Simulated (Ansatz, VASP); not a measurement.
# Be: VASP beside Ansatz

INCAR

```
SYSTEM = Be
PREC     = Accurate       ! precision mode
ENCUT    = 520            ! plane-wave cutoff, eV
EDIFF    = 1E-7           ! SCF threshold, eV
ISMEAR   = -1             ! smearing method
SIGMA    = 0.1            ! smearing width, eV
LREAL    = .False.        ! projectors in reciprocal space
LASPH    = .True.         ! aspherical terms in the spheres
NELM     = 60             ! most SCF steps
ALGO     = Normal         ! electronic algorithm
ISIF     = 2              ! what is computed and relaxed
LWAVE    = .False.        ! write WAVECAR
LCHARG   = .False.        ! write CHGCAR
GGA      = PE             ! functional
NBANDS   = 9              ! bands
```

The input KPOINTS:

```
regular mesh
0
Gamma
  15 15 15
  0 0 0
```

File POSCAR:

```
Be
1.0
    0.0000000000      1.8485631705      1.8485631705
    1.8485631705      0.0000000000      1.8485631705
    1.8485631705      1.8485631705      0.0000000000
Be
2
Direct
   -0.1250000000     -0.1250000000     -0.1250000000
    0.1250000000      0.1250000000      0.1250000000
```

Input for Ansatz:

```yaml
crystal:
  lattice:
    - [0.0, 1.8485631705, 1.8485631705]
    - [1.8485631705, 0.0, 1.8485631705]
    - [1.8485631705, 1.8485631705, 0.0]
  atoms:
    - { symbol: Be, position: [-0.125, -0.125, -0.125] }
    - { symbol: Be, position: [0.125, 0.125, 0.125] }
kpoints:
  mp_grid: { grid: [15, 15, 15] }
  band_path:
    path:
      - [0.0, 0.0, 0.0]
      - [0.5, 0.0, 0.5]
      - [0.625, 0.25, 0.625]
      - [0.375, 0.375, 0.75]
      - [0.0, 0.0, 0.0]
      - [0.5, 0.5, 0.5]
      - [0.5, 0.25, 0.75]
      - [0.5, 0.0, 0.5]
    npoints: 8
scf:
  occupations: { method: fermi_dirac, width: 0.1 }
hamiltonian:
  xc: pbe
  pseudopotentials: { kind: paw }
output:
  forces: true
  stress: true
  eigenvalues: true
  populations: true
  dos: { projected: true, de: 0.2, e_range: [-14, 8] }
  write_density: true
  write_potential: true
  elf: true
  volumetric_format: npy
```

Change from the starting cell: volume scaled by 0.43, PAW files.

Alike in both runs: task single point; functional PBE; k mesh 15 × 15 × 15; occupations fermi-dirac, width 0.1 eV; no spin polarisation.

```csv
,VASP,Ansatz
version,VASP 6.6.1,Ansatz 0.2.0
potentials or method,"VASP PAW PBE potentials, release 64 (Be)","PAW with Ansatz's default frozen-core files, scalar-relativistic"
plane-wave cutoff (eV),520,420
valence electrons in the cell,4,4
```

Ansatz gave:

```
pressure (GPa) : 149.3
```

Q: Estimate VASP's values.

A: Pressure (GPa): 150.1.

Both programs put the cell under a high pressure, so it lies far from rest at this level. The functional is the same, so the differences come from potentials, cutoffs and numerics.

Noted on VASP's run: the cell as given lies far from equilibrium.
